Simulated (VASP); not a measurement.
# Pt (Fm-3m) in VASP: relaxation of cell and atoms with PBE

Aim: the relaxation of cell and atoms of Pt with PBE.

All numbers are computed with VASP 6.6.1; they aren't measurements. Logs are shortened: lines on timing, memory, paths and dates and some standing lists are left out, and cuts for length are marked.

## 1. The cell of the first run

Symmetry: Fm-3m, No. 225, cubic system. The conventional cell has a = 3.970 Å, b = 3.970 Å, c = 3.970 Å, α = 90.00°, β = 90.00°, γ = 90.00°. Pt (site symmetry m-3m) has 12 Pt at 2.81 Å within 3.7 Å.

## 2. Relaxation of cell and atoms, PBE

INCAR

```
ALGO = Fast ; EDIFF = 1E-6
EDIFFG = -0.001 ; ENCUT = 600
GGA = PE ; IBRION = 2
ISIF = 3 ; ISMEAR = -1
LASPH = True ; LCHARG = False
LREAL = False ; LWAVE = False
NELM = 80 ; NSW = 80
PREC = Accurate ; SIGMA = 0.15
```

KPOINTS

```
k-points
0
Gamma
  20 20 20
```

POSCAR

```
Pt
1.0
    0.0000000000      1.9850569802      1.9850569802
    1.9850569802      0.0000000000      1.9850569802
    1.9850569802      1.9850569802      0.0000000000
Pt
1
Direct
    0.0000000000      0.0000000000      0.0000000000
```

Potentials or basis: VASP PAW PBE potentials, release 64 (Pt).

The run is started by

```sh
cat potpaw_PBE.64/Pt/POTCAR > POTCAR
mpirun -np 1 vasp_std > vasp.out
```

OUTCAR:

```text
EDIFF = 1E-6
   EDIFFG = -0.001
   ENCUT = 600
   GGA = PE
   IBRION = 2
   ISIF = 3
   ISMEAR = -1
   LASPH = True
   LREAL = False
   NELM = 80
   NSW = 80
   PREC = Accurate

 ion  position               nearest neighbor table
   1  0.000  0.000  0.000-

  LATTYP: Found a face centered cubic cell.
 ALAT       =     3.9701139604

  Lattice vectors:

 A1 = (   0.0000000000,   1.9850569802,   1.9850569802)
 A2 = (   1.9850569802,   0.0000000000,   1.9850569802)
 A3 = (   1.9850569802,   1.9850569802,   0.0000000000)

Analysis of symmetry for initial positions (statically):
=====================================================================
 Subroutine PRICEL returns:
 Original cell was already a primitive cell.

 Routine SETGRP: Setting up the symmetry group for a
 face centered cubic supercell.

 Subroutine GETGRP returns: Found 48 space group operations
 (whereof 48 operations were pure point group operations)
 out of a pool of 48 trial point group operations.

The static configuration has the point symmetry O_h .

Analysis of symmetry for dynamics (positions and initial velocities):
=====================================================================
 Subroutine PRICEL returns:
 Original cell was already a primitive cell.

 Routine SETGRP: Setting up the symmetry group for a
 face centered cubic supercell.

 Subroutine GETGRP returns: Found 48 space group operations
 (whereof 48 operations were pure point group operations)
 out of a pool of 48 trial point group operations.

The dynamic configuration has the point symmetry O_h .

 Subroutine INISYM returns: Found 48 space group operations
 (whereof 48 operations are pure point group operations),
 and found     1 'primitive' translations

----------------------------------------------------------------------------------------

                                     Primitive cell

  volume of cell :      15.6440

  direct lattice vectors                    reciprocal lattice vectors
     0.000000000  1.985056980  1.985056980    -0.251881938  0.251881938  0.251881938
     1.985056980  0.000000000  1.985056980     0.251881938 -0.251881938  0.251881938
     1.985056980  1.985056980  0.000000000     0.251881938  0.251881938 -0.251881938

  length of vectors
     2.807294503  2.807294503  2.807294503     0.436272315  0.436272315  0.436272315

  position of ions in fractional coordinates (direct lattice)
     0.000000000  0.000000000  0.000000000

  ion indices of the primitive-cell ions
   primitive index   ion index
                 1           1

----------------------------------------------------------------------------------------

 KPOINTS: k-points

Automatic generation of k-mesh.
 Grid dimensions read from file:
 generate k-points for:   20   20   20

 Generating k-lattice:

  Cartesian coordinates                     Fractional coordinates (reciprocal lattice)
    -0.012594097  0.012594097  0.012594097     0.050000000  0.000000000  0.000000000
     0.012594097 -0.012594097  0.012594097     0.000000000  0.050000000  0.000000000
     0.012594097  0.012594097 -0.012594097     0.000000000  0.000000000  0.050000000

  Length of vectors
     0.021813616  0.021813616  0.021813616

  Shift w.r.t. Gamma in fractional coordinates (k-lattice)
     0.000000000  0.000000000  0.000000000

 Subroutine IBZKPT returns following result:
 ===========================================

 Found    256 irreducible k-points:

 Following reciprocal coordinates:
            Coordinates               Weight
  0.000000  0.000000  0.000000      1.000000
  0.050000  0.000000  0.000000      8.000000
  0.100000  0.000000  0.000000      8.000000
  0.150000  0.000000  0.000000      8.000000
  0.200000  0.000000  0.000000      8.000000
  0.250000  0.000000  0.000000      8.000000
[... 16 lines left out ...]
 -0.400000  0.050000  0.000000     24.000000
 -0.350000  0.050000  0.000000     24.000000
 [... further k-points ...]
   k-points           NKPTS =    256   k-points in BZ     NKDIM =    256   number of bands    NBANDS=      9
   number of dos      NEDOS =    301   number of ions     NIONS =      1
   total plane-waves  NPLWV =  13824
   dimension x,y,z NGX =    24 NGY =   24 NGZ =   24
   dimension x,y,z NGXF=    48 NGYF=   48 NGZF=   48
   ions per type =               1
   NGX,Y,Z   is equivalent  to a cutoff of  14.21, 14.21, 14.21 a.u.
   NGXF,Y,Z  is equivalent  to a cutoff of  28.43, 28.43, 28.43 a.u.
 SYSTEM =  unknown system
   PREC   = accura    normal or accurate (medium, high low for compatibility)
   ISTART =      0    job   : 0-new  1-cont  2-samecut
   ICHARG =      2    charge: 1-file 2-atom 10-const
   ISPIN  =      1    spin polarized calculation?
   LNONCOLLINEAR =      F non collinear calculations
   LSORBIT =      F    spin-orbit coupling
   LASPH  =      T    aspherical Exc in radial PAW
   ENCUT  =  600.0 eV  44.10 Ry    6.64 a.u.   5.61  5.61  5.61*2*pi/ulx,y,z
   NELM   =     80;   NELMIN=  2; NELMDL= -5     # of ELM steps
   EDIFF  = 0.1E-05   stopping-criterion for ELM
   LREAL  =      F    real-space projection
   EDIFFG = -.1E-02   stopping-criterion for IOM
   NSW    =     80    number of steps for IOM
   IBRION =      2    ionic relax: 0-MD 1-quasi-New 2-CG
   NFREE  =      1    steps in history (QN), initial steepest desc. (CG)
   ISIF   =      3    stress and relaxation
   ISYM   =      2    0-nonsym 1-usesym 2-fastsym
   POTIM  = 0.5000    time-step for ionic-motion
   TEBEG  =    0.0;   TEEND  =   0.0 temperature during run
   PSTRESS=    0.0 pullay stress
   NELECT =      10.0000    total number of electrons
   NUPDOWN=      -1.0000    fix difference up-down
   EMIN   =  10.00;   EMAX   =-10.00  energy-range for DOS
   EFERMI =   0.00;   METHOD = LEGACY
   ISMEAR =    -1;   SIGMA  =   0.15  broadening in eV -4-tet -1-fermi 0-gaus
   EFERMI_NEDOS =   21; number of points for ismear=-14 and -15
   IALGO  =     68    algorithm
   IMIX   =      4    mixing-type and parameters
     AMIX     =   0.40;   BMIX     =  1.00
     AMIX_MAG =   1.60;   BMIX_MAG =  1.00
  volume/ion in A,a.u.               =      15.64       105.57
  Fermi-wavevector in a.u.,A,eV,Ry     =   1.410236  2.664960 27.058806  1.988766
  Thomas-Fermi vector in A             =   2.532211
   LORBIT       =      0    0 simple, 1 ext, 2 COOP (PROOUT), +10 PAW based schemes
   GGA     = PE    functional components
   LHFCALC =     F    Hartree Fock is set to
   AEXX    =    0.0000 exact exchange contribution
   IVDW    =     0    specifies the selected vdW correction
   LEPSILON=     F    determine dielectric tensor
   LRPA    =     F    only Hartree local field effects (RPA)
 conjugate gradient relaxation of ions
 non-spin polarized calculation
 RMM-DIIS sequential band-by-band and
  energy-cutoff  :      600.00
  volume of cell :       15.64
 maximum number of plane-waves:       544
   NGX = 11   NGY = 11   NGZ = 11

--------------------------------------- Ionic step        1  -------------------------------------------

 number of electron      10.0000002 magnetization

 Free energy of the ion-electron system (eV)
  ---------------------------------------------------
  ext. energy  EPLUGINS =         0.00000000
  ---------------------------------------------------
  free energy    TOTEN  =        -6.16237236 eV

  energy without entropy =       -6.04854442  energy(sigma->0) =       -6.10545839

------------------------ aborting loop because EDIFF is reached ----------------------------------------

  FORCE on cell =-STRESS in cart. coord.  units (eV):
  Direction    XX          YY          ZZ          XY          YZ          ZX
  --------------------------------------------------------------------------------------
  -------------------------------------------------------------------------------------
  Total        0.0346674      0.0346674      0.0346674      0.0000000     -0.0000000     -0.0000000
  in kB        3.5504473      3.5504473      3.5504473      0.0000000     -0.0000000     -0.0000000
  external PRESSURE =       3.5504473 kB  Pullay stress =       0.0000000 kB

 VOLUME and BASIS-vectors are now :
 -----------------------------------------------------------------------------
  energy-cutoff  :      600.00
  volume of cell :       15.64
      direct lattice vectors                 reciprocal lattice vectors
     0.000000000  1.985056980  1.985056980    -0.251881938  0.251881938  0.251881938
     1.985056980  0.000000000  1.985056980     0.251881938 -0.251881938  0.251881938
     1.985056980  1.985056980  0.000000000     0.251881938  0.251881938 -0.251881938
[... 246 lines left out ...]
 POSITION                                       TOTAL-FORCE (eV/Angst)
 -----------------------------------------------------------------------------------
      1.98575      3.97150      1.98575         0.000000      0.000000      0.000000
 -----------------------------------------------------------------------------------
    total drift:                               -0.000000     -0.000000      0.000000

  FREE ENERGIE OF THE ION-ELECTRON SYSTEM (eV)
  ---------------------------------------------------
  free  energy   TOTEN  =        -6.1623952035 eV

  energy  without entropy=       -6.0484319620  energy(sigma->0) =       -6.10541358

--------------------------------------- Ionic step        9  -------------------------------------------

 number of electron      10.0000002 magnetization

 Free energy of the ion-electron system (eV)
  ---------------------------------------------------
  ext. energy  EPLUGINS =         0.00000000
  ---------------------------------------------------
  free energy    TOTEN  =        -6.16239765 eV

  energy without entropy =       -6.04839046  energy(sigma->0) =       -6.10539406

 E-fermi :  10.5727     XC(G=0): -13.2624

 val. band max:       10.5658986548   @ k =   0.4500   0.1000   0.0000
 cond. band min:      10.5787541254   @ k =   0.5000   0.2500   0.0500
 fundamental gap:      0.0128554706
 Fermi energy:        10.5726793239

 k-point     1 :       0.0000    0.0000    0.0000
  band No.  band energies     occupation
      1       0.7533      2.00000
      2       6.9894      2.00000
      3       6.9894      2.00000
      4       6.9894      2.00000
      5       9.0108      1.99994
      6       9.0108      1.99994
      7      25.2877      0.00000
      8      30.0361      0.00000
      9      30.0361      0.00000

 k-point     2 :       0.0500    0.0000    0.0000
  band No.  band energies     occupation
      1       0.8506      2.00000
      2       6.9469      2.00000
      3       7.0278      2.00000
      4       7.0278      2.00000
      5       8.9895      1.99995
      6       8.9895      1.99995
      7      25.4357      0.00000
      8      29.4838      0.00000
      9      30.1815      0.00000
[... 253 lines left out ...]
 k-point    24 :      -0.3500    0.0500    0.0000
  band No.  band energies     occupation
      1       3.6197      2.00000
      2       7.0607      2.00000
      3       7.1432      2.00000
      4       7.8853      2.00000
      5       9.8148      1.98730
      6      10.4312      1.43954
      7      19.3843      0.00000
      8      25.6869      0.00000
      9      29.7459      0.00000

 [... further k-points ...]

------------------------ aborting loop because EDIFF is reached ----------------------------------------

  FORCE on cell =-STRESS in cart. coord.  units (eV):
  Direction    XX          YY          ZZ          XY          YZ          ZX
  --------------------------------------------------------------------------------------
  -------------------------------------------------------------------------------------
  Total        0.0006875      0.0006875      0.0006875     -0.0000000     -0.0000000      0.0000000
  in kB        0.0703111      0.0703111      0.0703111     -0.0000000     -0.0000000      0.0000000
  external PRESSURE =       0.0703111 kB  Pullay stress =       0.0000000 kB

 VOLUME and BASIS-vectors are now :
 -----------------------------------------------------------------------------
  energy-cutoff  :      600.00
  volume of cell :       15.67
      direct lattice vectors                 reciprocal lattice vectors
    -0.000000000  1.986006819  1.986006819    -0.251761472  0.251761472  0.251761472
     1.986006819 -0.000000000  1.986006819     0.251761472 -0.251761472  0.251761472
     1.986006819  1.986006819  0.000000000     0.251761472  0.251761472 -0.251761472

 POSITION                                       TOTAL-FORCE (eV/Angst)
 -----------------------------------------------------------------------------------
      0.00000     -0.00000      0.00000         0.000000      0.000000      0.000000
 -----------------------------------------------------------------------------------
    total drift:                               -0.000000     -0.000000      0.000000

  FREE ENERGIE OF THE ION-ELECTRON SYSTEM (eV)
  ---------------------------------------------------
  free  energy   TOTEN  =        -6.1623976525 eV

  energy  without entropy=       -6.0483904600  energy(sigma->0) =       -6.10539406

 reached required accuracy - stopping structural energy minimisation
```

Wall time 3 min (1 thread of Intel Xeon 8259CL, shared host); peak memory 0.19 GiB.

What came out:

| Property | Result |
| --- | --- |
| Free energy | -6.1624 eV |
| Relaxed volume | 15.67 Å³/atom |
| Relaxed cell | a = 2.809 Å, b = 2.809 Å, c = 2.809 Å, α = 60.00°, β = 60.00°, γ = 60.00° |
| Space group after relaxing (to 0.1 Å) | Fm-3m (No. 225) |
| Energy gained by relaxing | 0.0 meV/atom |
| Ionic steps | 9 |
| Pressure after relaxing | 0.0 GPa |
| Band gap on the k mesh | zero (bands 5 and 6 overlap by 2.10 eV) |

Final structure:
```
Pt
1.0
     0.00000    1.98601    1.98601
     1.98601    0.00000    1.98601
     1.98601    1.98601    0.00000
Pt
1
Cartesian
  0.0000 0.0000 0.0000
```

Levels at points of the mesh, in eV from the Fermi level:
| k point | band 1 | band 2 | band 3 | band 4 | band 5 | band 6 | band 7 | band 8 | band 9 |
| --- | --- | --- | --- | --- | --- | --- | --- | --- | --- |
| (0.00, 0.00, 0.00) | -9.82 | -3.58 | -3.58 | -3.58 | -1.56 | -1.56 | 14.72 | 19.46 | 19.46 |
| (0.50, 0.00, 0.00) | -6.96 | -3.64 | -3.64 | -0.34 | 0.01 | 0.01 | 5.53 | 14.27 | 18.69 |
| (0.50, 0.50, 0.00) | -6.69 | -6.25 | -0.03 | 0.43 | 0.43 | 1.83 | 8.45 | 11.25 | 11.25 |

Caveat: spin-orbit coupling is left out, which moves the levels of the heavy elements.
